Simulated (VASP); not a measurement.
# MnO2 (R-3m) in VASP: further runs

MnO2 is run at these levels: LDA, PBEsol; tasks: single point.

Program: VASP 6.6.1. These are calculated values, not measurements. Logs are shortened: lines on timing, memory, paths and dates and some standing lists are left out, and cuts for length are marked.

**1. The cell of the first run**

It takes space group R-3m (No. 166, trigonal). The conventional cell has a = 2.876 Å, b = 2.876 Å, c = 13.843 Å, α = 90.00°, β = 90.00°, γ = 120.00°. Mn (site symmetry -3m) has 6 O at 1.92 Å within 2.5 Å. Within 2.6 Å of O (site symmetry 3m) lie 3 Mn at 1.92 Å and 3 O at 2.53 Å.

**2. Single point, LDA, collinear spin, ferromagnetic start**

INCAR

```
  PREC = Accurate
  ENCUT = 520
  EDIFF = 1E-6
  ISMEAR = -1
  SIGMA = 0.05
  LREAL = F
  LASPH = T
  NELM = 150
  ALGO = Normal
  ISIF = 2
  LWAVE = F
  LCHARG = T
  ISPIN = 2
  MAGMOM = 4 0 0
  LORBIT = 11
  LMAXMIX = 4
  GGA = CA
  LELF = T
  LVHAR = T
  NBANDS = 24
```

KPOINTS

```
regular mesh
0
Gamma
  11 11 11
```

POSCAR

```
MnO2
1.0
    1.4378949485      0.8301690355      4.6142895739
   -1.4378949485      0.8301690355      4.6142895739
    0.0000000000     -1.6603380711      4.6142895739
Mn O
1 2
Direct
    0.0000000000      0.0000000000      0.0000000000
    0.7356355100      0.7356355100      0.7356355100
    0.2643644900      0.2643644900      0.2643644900
```

Potentials or basis: VASP PAW LDA potentials, release 64 (Mn_pv, O).

Launch:

```sh
cat potpaw_LDA.64/Mn_pv/POTCAR potpaw_LDA.64/O/POTCAR > POTCAR
mpirun -np 1 vasp_std > vasp.out
```

OUTCAR:

```text
PREC = Accurate
   ENCUT = 520
   EDIFF = 1E-6
   ISMEAR = -1
   LREAL = F
   LASPH = T
   NELM = 150
   ISIF = 2
   ISPIN = 2
   LORBIT = 11
   GGA = CA

 ion  position               nearest neighbor table
   1  0.000  0.000  0.000-   2 1.92   3 1.92   2 1.92   2 1.92   3 1.92   3 1.92
   2  0.736  0.736  0.736-   1 1.92   1 1.92   1 1.92
   3  0.264  0.264  0.264-   1 1.92   1 1.92   1 1.92

  LATTYP: Found a trigonal (rhomboedric) cell.
 ALAT       =     4.9039158621
 COS(alpha) =     0.8280515398

  Lattice vectors:

 A1 = (   1.4378949485,   0.8301690355,   4.6142895739)
 A2 = (  -1.4378949485,   0.8301690355,   4.6142895739)
 A3 = (   0.0000000000,  -1.6603380711,   4.6142895739)

Analysis of symmetry for initial positions (statically):
=====================================================================
 Subroutine PRICEL returns:
 Original cell was already a primitive cell.

 Routine SETGRP: Setting up the symmetry group for a
 trigonal (rhombohedral) supercell.

 Subroutine GETGRP returns: Found 12 space group operations
 (whereof 12 operations were pure point group operations)
 out of a pool of 12 trial point group operations.

The static configuration has the point symmetry D_3d.

Analysis of symmetry for dynamics (positions and initial velocities):
=====================================================================
 Subroutine PRICEL returns:
 Original cell was already a primitive cell.

 Routine SETGRP: Setting up the symmetry group for a
 trigonal (rhombohedral) supercell.

 Subroutine GETGRP returns: Found 12 space group operations
 (whereof 12 operations were pure point group operations)
 out of a pool of 12 trial point group operations.

The dynamic configuration has the point symmetry D_3d.

Analysis of structural, dynamic, and magnetic symmetry:
=====================================================================
 Subroutine PRICEL returns:
 Original cell was already a primitive cell.

 Routine SETGRP: Setting up the symmetry group for a
 trigonal (rhombohedral) supercell.

 Subroutine GETGRP returns: Found 12 space group operations
 (whereof 12 operations were pure point group operations)
 out of a pool of 12 trial point group operations.

The overall configuration has the point symmetry D_3d.

 Subroutine INISYM returns: Found 12 space group operations
 (whereof 12 operations are pure point group operations),
 and found     1 'primitive' translations

----------------------------------------------------------------------------------------

                                     Primitive cell

  volume of cell :      33.0484

  direct lattice vectors                    reciprocal lattice vectors
     1.437894949  0.830169035  4.614289574     0.347730549  0.200762326  0.072239362
    -1.437894949  0.830169035  4.614289574    -0.347730549  0.200762326  0.072239362
     0.000000000 -1.660338071  4.614289574     0.000000000 -0.401524652  0.072239362

  length of vectors
     4.903915862  4.903915862  4.903915862     0.407971288  0.407971288  0.407971288

  position of ions in fractional coordinates (direct lattice)
     0.000000000  0.000000000  0.000000000
     0.735635510  0.735635510  0.735635510
     0.264364490  0.264364490  0.264364490

  ion indices of the primitive-cell ions
   primitive index   ion index
                 1           1
                 2           2
                 3           3

----------------------------------------------------------------------------------------

 KPOINTS: regular mesh

Automatic generation of k-mesh.
 Grid dimensions read from file:
 generate k-points for:   11   11   11

 Generating k-lattice:

  Cartesian coordinates                     Fractional coordinates (reciprocal lattice)
     0.031611868  0.018251121  0.006567215     0.090909091  0.000000000  0.000000000
    -0.031611868  0.018251121  0.006567215     0.000000000  0.090909091  0.000000000
     0.000000000 -0.036502241  0.006567215     0.000000000  0.000000000  0.090909091

  Length of vectors
     0.037088299  0.037088299  0.037088299

  Shift w.r.t. Gamma in fractional coordinates (k-lattice)
     0.000000000  0.000000000  0.000000000

 Subroutine IBZKPT returns following result:
 ===========================================

 Found    146 irreducible k-points:

 Following reciprocal coordinates:
            Coordinates               Weight
  0.000000  0.000000  0.000000      1.000000
  0.090909  0.000000 -0.000000      6.000000
  0.181818 -0.000000  0.000000      6.000000
  0.272727  0.000000 -0.000000      6.000000
  0.363636  0.000000  0.000000      6.000000
  0.454545 -0.000000  0.000000      6.000000
[... 16 lines left out ...]
 -0.272727  0.181818  0.000000     12.000000
 -0.181818  0.181818  0.000000      6.000000
 [... further k-points ...]
   k-points           NKPTS =    146   k-points in BZ     NKDIM =    146   number of bands    NBANDS=     24
   number of dos      NEDOS =    301   number of ions     NIONS =      3
   total plane-waves  NPLWV =  46656
   dimension x,y,z NGX =    36 NGY =   36 NGZ =   36
   dimension x,y,z NGXF=    72 NGYF=   72 NGZF=   72
   ions per type =               1   2
   NGX,Y,Z   is equivalent  to a cutoff of  12.20, 12.20, 12.20 a.u.
   NGXF,Y,Z  is equivalent  to a cutoff of  24.41, 24.41, 24.41 a.u.
 SYSTEM =  unknown system
   PREC   = accura    normal or accurate (medium, high low for compatibility)
   ISTART =      0    job   : 0-new  1-cont  2-samecut
   ICHARG =      2    charge: 1-file 2-atom 10-const
   ISPIN  =      2    spin polarized calculation?
   LNONCOLLINEAR =      F non collinear calculations
   LSORBIT =      F    spin-orbit coupling
   LASPH  =      T    aspherical Exc in radial PAW
   ENCUT  =  520.0 eV  38.22 Ry    6.18 a.u.   9.12  9.12  9.12*2*pi/ulx,y,z
   NELM   =    150;   NELMIN=  2; NELMDL= -5     # of ELM steps
   EDIFF  = 0.1E-05   stopping-criterion for ELM
   LREAL  =      F    real-space projection
   EDIFFG = 0.1E-04   stopping-criterion for IOM
   NSW    =      0    number of steps for IOM
   IBRION =     -1    ionic relax: 0-MD 1-quasi-New 2-CG
   NFREE  =      0    steps in history (QN), initial steepest desc. (CG)
   ISIF   =      2    stress and relaxation
   ISYM   =      2    0-nonsym 1-usesym 2-fastsym
   POTIM  = 0.5000    time-step for ionic-motion
   TEBEG  =    0.0;   TEEND  =   0.0 temperature during run
   PSTRESS=    0.0 pullay stress
   NELECT =      25.0000    total number of electrons
   NUPDOWN=      -1.0000    fix difference up-down
   EMIN   =  10.00;   EMAX   =-10.00  energy-range for DOS
   EFERMI =   0.00;   METHOD = LEGACY
   ISMEAR =    -1;   SIGMA  =   0.05  broadening in eV -4-tet -1-fermi 0-gaus
   EFERMI_NEDOS =   21; number of points for ismear=-14 and -15
   IALGO  =     38    algorithm
   IMIX   =      4    mixing-type and parameters
     AMIX     =   0.40;   BMIX     =  1.00
     AMIX_MAG =   1.60;   BMIX_MAG =  1.00
  volume/ion in A,a.u.               =      11.02        74.34
  Fermi-wavevector in a.u.,A,eV,Ry     =   1.491666  2.818840 30.273878  2.225067
  Thomas-Fermi vector in A             =   2.604292
   LORBIT       =     11    0 simple, 1 ext, 2 COOP (PROOUT), +10 PAW based schemes
   GGA     = CA    functional components
   LHFCALC =     F    Hartree Fock is set to
   AEXX    =    0.0000 exact exchange contribution
   IVDW    =     0    specifies the selected vdW correction
   LEPSILON=     F    determine dielectric tensor
   LRPA    =     F    only Hartree local field effects (RPA)
 spin polarized calculation
  energy-cutoff  :      520.00
  volume of cell :       33.05
 maximum number of plane-waves:       908
   NGX = 19   NGY = 19   NGZ = 19

 number of electron      25.0000005 magnetization       2.9987662

 Free energy of the ion-electron system (eV)
  ---------------------------------------------------
  ext. energy  EPLUGINS =         0.00000000
  ---------------------------------------------------
  free energy    TOTEN  =       -26.08542688 eV

  energy without entropy =      -26.08519599  energy(sigma->0) =      -26.08531143

 E-fermi :   3.1336     XC(G=0): -11.3583

 val. band max:        2.9075137524   @ k =  -0.4545   0.4545   0.4545
 cond. band min:       3.3250221564   @ k =   0.0000   0.0000   0.0000
 fundamental gap:      0.4175084040
 Fermi energy:         3.1336020481

 spin component 1

 k-point     1 :       0.0000    0.0000    0.0000
  band No.  band energies     occupation
      1     -46.9601      1.00000
      2     -46.9601      1.00000
      3     -46.9217      1.00000
      4     -16.4788      1.00000
      5     -14.1363      1.00000
      6      -3.3983      1.00000
[... 16 lines left out ...]
     23      25.5069      0.00000
     24      25.5069      0.00000

 k-point     2 :       0.0909    0.0000   -0.0000
  band No.  band energies     occupation
      1     -46.9726      1.00000
      2     -46.9629      1.00000
      3     -46.9196      1.00000
      4     -16.3707      1.00000
      5     -14.1698      1.00000
      6      -3.2716      1.00000
[... 16 lines left out ...]
     23      25.3954      0.00000
     24      26.6286      0.00000

 k-point     3 :       0.1818   -0.0000    0.0000
  band No.  band energies     occupation
      1     -47.0060      1.00000
      2     -46.9705      1.00000
      3     -46.9142      1.00000
      4     -16.0701      1.00000
      5     -14.2611      1.00000
      6      -3.1757      1.00000
[... 16 lines left out ...]
     23      25.1577      0.00000
     24      25.7447      0.00000
[... 514 lines left out ...]
 k-point    23 :      -0.2727    0.1818    0.0000
  band No.  band energies     occupation
      1     -47.0843      1.00000
      2     -47.0123      1.00000
      3     -46.8980      1.00000
      4     -15.0622      1.00000
      5     -14.5342      1.00000
      6      -3.1619      1.00000
[... 16 lines left out ...]
     23      22.7676      0.00000
     24      25.1713      0.00000

 k-point    24 :      -0.1818    0.1818    0.0000
  band No.  band energies     occupation
      1     -47.0600      1.00000
      2     -46.9955      1.00000
      3     -46.9035      1.00000
      4     -15.4367      1.00000
      5     -14.4334      1.00000
      6      -2.9836      1.00000
[... 16 lines left out ...]
     23      23.0938      0.00000
     24      26.0585      0.00000

 [... further k-points ...]

 spin component 2

 k-point     1 :       0.0000    0.0000    0.0000
  band No.  band energies     occupation
      1     -44.1629      1.00000
      2     -44.1629      1.00000
      3     -44.0017      1.00000
      4     -16.2844      1.00000
      5     -13.9823      1.00000
      6      -2.6699      1.00000
[... 16 lines left out ...]
     23      26.1709      0.00000
     24      26.1709      0.00000

 k-point     2 :       0.0909    0.0000   -0.0000
  band No.  band energies     occupation
      1     -44.1776      1.00000
      2     -44.1661      1.00000
      3     -43.9992      1.00000
      4     -16.1766      1.00000
      5     -14.0127      1.00000
      6      -2.5397      1.00000
[... 16 lines left out ...]
     23      26.0100      0.00000
     24      27.0623      0.00000

 k-point     3 :       0.1818   -0.0000    0.0000
  band No.  band energies     occupation
      1     -44.2170      1.00000
      2     -44.1749      1.00000
      3     -43.9923      1.00000
      4     -15.8774      1.00000
      5     -14.0962      1.00000
      6      -2.3843      1.00000
[... 16 lines left out ...]
     23      25.6418      0.00000
     24      26.1436      0.00000
[... 514 lines left out ...]
 k-point    23 :      -0.2727    0.1818    0.0000
  band No.  band energies     occupation
      1     -44.3089      1.00000
      2     -44.2236      1.00000
      3     -43.9721      1.00000
      4     -14.8773      1.00000
      5     -14.3505      1.00000
      6      -2.4965      1.00000
[... 16 lines left out ...]
     23      23.2019      0.00000
     24      25.5643      0.00000

 k-point    24 :      -0.1818    0.1818    0.0000
  band No.  band energies     occupation
      1     -44.2805      1.00000
      2     -44.2040      1.00000
      3     -43.9790      1.00000
      4     -15.2487      1.00000
      5     -14.2548      1.00000
      6      -2.2538      1.00000
[... 16 lines left out ...]
     23      23.5573      0.00000
     24      26.4302      0.00000

 [... further k-points ...]

------------------------ aborting loop because EDIFF is reached ----------------------------------------

  FORCE on cell =-STRESS in cart. coord.  units (eV):
  Direction    XX          YY          ZZ          XY          YZ          ZX
  --------------------------------------------------------------------------------------
  -------------------------------------------------------------------------------------
  Total       -2.7008531     -2.7008531     -1.7578951     -0.0000000      0.0000000      0.0000000
  in kB     -130.9368126   -130.9368125    -85.2223963     -0.0000000      0.0000000      0.0000000
  external PRESSURE =    -115.6986738 kB  Pullay stress =       0.0000000 kB

 VOLUME and BASIS-vectors are now :
 -----------------------------------------------------------------------------
  energy-cutoff  :      520.00
  volume of cell :       33.05
      direct lattice vectors                 reciprocal lattice vectors
     1.437894949  0.830169035  4.614289574     0.347730549  0.200762326  0.072239362
    -1.437894949  0.830169035  4.614289574    -0.347730549  0.200762326  0.072239362
     0.000000000 -1.660338071  4.614289574     0.000000000 -0.401524652  0.072239362

 POSITION                                       TOTAL-FORCE (eV/Angst)
 -----------------------------------------------------------------------------------
      0.00000      0.00000      0.00000         0.000000      0.000000      0.000000
      0.00000     -0.00000     10.18331         0.000000      0.000000     -0.727131
      0.00000     -0.00000      3.65956         0.000000     -0.000000      0.727131
 -----------------------------------------------------------------------------------
    total drift:                                0.000000     -0.000000      0.000000

  FREE ENERGIE OF THE ION-ELECTRON SYSTEM (eV)
  ---------------------------------------------------
  free  energy   TOTEN  =       -26.0854268809 eV

  energy  without entropy=      -26.0851959887  energy(sigma->0) =      -26.08531143

 total charge

# of ion       s       p       d       tot
------------------------------------------
    1        0.350   6.453   4.933  11.736
    2        1.570   3.379   0.000   4.949
    3        1.570   3.379   0.000   4.949
--------------------------------------------------
tot          3.490  13.211   4.933  21.633

 magnetization (x)

# of ion       s       p       d       tot
------------------------------------------
    1        0.029   0.035   2.738   2.802
    2        0.004   0.048   0.000   0.052
    3        0.004   0.048   0.000   0.052
--------------------------------------------------
tot          0.037   0.131   2.738   2.906
```

It took 7.3 min on 1 thread of AMD EPYC 7R13 (Zen 3), shared host; peak memory 0.26 GiB.

What came out:

| Quantity | Value |
| --- | --- |
| Free energy | -26.0854 eV |
| Pressure | -11.6 GPa |
| Largest force | 0.727 eV/Å |
| Band gap on the k mesh | 0.42 eV (least direct gap 0.47 eV) |
| Net moment | 3.00 μB per cell |
| Site moments | Mn +2.80; O +0.05 μB |
| Valence electrons inside the program's atomic spheres | Mn 11.74; O 4.95 |

Forces in eV/Å, atoms in the order of the input:
```
Mn   0.000  0.000  0.000
O    0.000  0.000 -0.727
O    0.000  0.000  0.727
```

Levels at points of the mesh, in eV from the valence-band top:
Spin up:
```csv
k point,band 10,band 11,band 12,band 13,band 14,band 15,band 16,band 17,band 18,band 19
"(0.00, 0.00, 0.00)",-2.28,-1.54,-1.54,-1.27,-0.28,2.64,2.64,6.74,9.95,14.31
```
Spin down:
```tsv
k point	band 8	band 9	band 10	band 11	band 12	band 13	band 14	band 15
(0.00, 0.00, 0.00)	-5.07	-1.41	-1.41	-1.08	0.42	0.42	2.06	4.01
```

Caveat: the cell stands under tension; an odd mesh through Γ misses points on the zone boundary, where band edges can lie; a cell with one magnetic atom can't hold antiferromagnetic order, which such compounds often take.

**3. Single point, PBEsol**

This run uses another cell than the first one, of 10.80 Å³/atom.

INCAR

```
SYSTEM = MnO2
PREC     = Accurate       ! precision mode
ENCUT    = 600            ! plane-wave cutoff, eV
EDIFF    = 1E-6           ! SCF threshold, eV
ISMEAR   = -1             ! smearing method
SIGMA    = 0.05           ! smearing width, eV
LREAL    = .False.        ! projectors in reciprocal space
LASPH    = .True.         ! aspherical terms in the spheres
NELM     = 120            ! most SCF steps
ALGO     = Normal         ! electronic algorithm
ISIF     = 2              ! what is computed and relaxed
LWAVE    = .False.        ! write WAVECAR
LCHARG   = .True.         ! write CHGCAR
GGA      = PS             ! functional
LELF     = .True.         ! ELF
LVHAR    = .True.       
NBANDS   = 20             ! bands
GGA_COMPAT= .False.
```

KPOINTS

```
regular mesh
0
Gamma
  11 11 11
  0 0 0
```

POSCAR

```
MnO2
1.0
    1.4284348394      0.8247072390      4.5839315268
   -1.4284348394      0.8247072390      4.5839315268
    0.0000000000     -1.6494144781      4.5839315268
Mn O
1 2
Direct
    0.0000000000      0.0000000000      0.0000000000
    0.7356355100      0.7356355100      0.7356355100
    0.2643644900      0.2643644900      0.2643644900
```

Potentials or basis: VASP PAW PBE potentials, release 64 (Mn_pv, O).

Launch:

```sh
cat potpaw_PBE.64/Mn_pv/POTCAR potpaw_PBE.64/O/POTCAR > POTCAR
mpirun -np 1 vasp_std > vasp.out
```

It took 3.2 min on 1 thread of Intel Xeon Platinum 8488C (Sapphire Rapids), shared host; peak memory 0.3 GiB.

The run converged. Its results:

```yaml
Free_energy: -23.9918 eV
Pressure: -11.3 GPa
Largest_force: 0.485 eV/Å
Band_gap_on_the_k_mesh: zero (an odd number of electrons rules out a gap without spin polarisation)
```

Forces on the atoms (eV/Å):
```
Mn   0.000  0.000  0.000
O    0.000  0.000 -0.485
O    0.000  0.000  0.485
```

Stress tensor (GPa, compression positive):
```
-14.85   0.00   0.00
  0.00 -14.85   0.00
  0.00   0.00  -4.19
```

Levels at points of the mesh, in eV from the Fermi level:
```csv
k point,band 9,band 10,band 11,band 12,band 13,band 14,band 15,band 16,band 17,band 18
"(0.00, 0.00, 0.00)",-1.80,-1.80,-1.56,-0.86,-0.86,0.89,3.32,3.32,6.93,10.21
```

Caveat: the cell stands under tension; the PAW data sets were made with another functional, which shifts forces and pressure a little; an odd number of electrons without spin polarisation forces a metal; a magnetic or distorted state may lie lower; the run has no spin polarisation, though such a crystal can be magnetic; semilocal functionals often make such compounds metallic where correlation or magnetic order opens a gap, which also shifts bond lengths. With open d or f shells a metallic result of PBEsol can be an artefact of self-interaction; +U or a hybrid may open a gap.

(Part 1 of 2 ends here.)
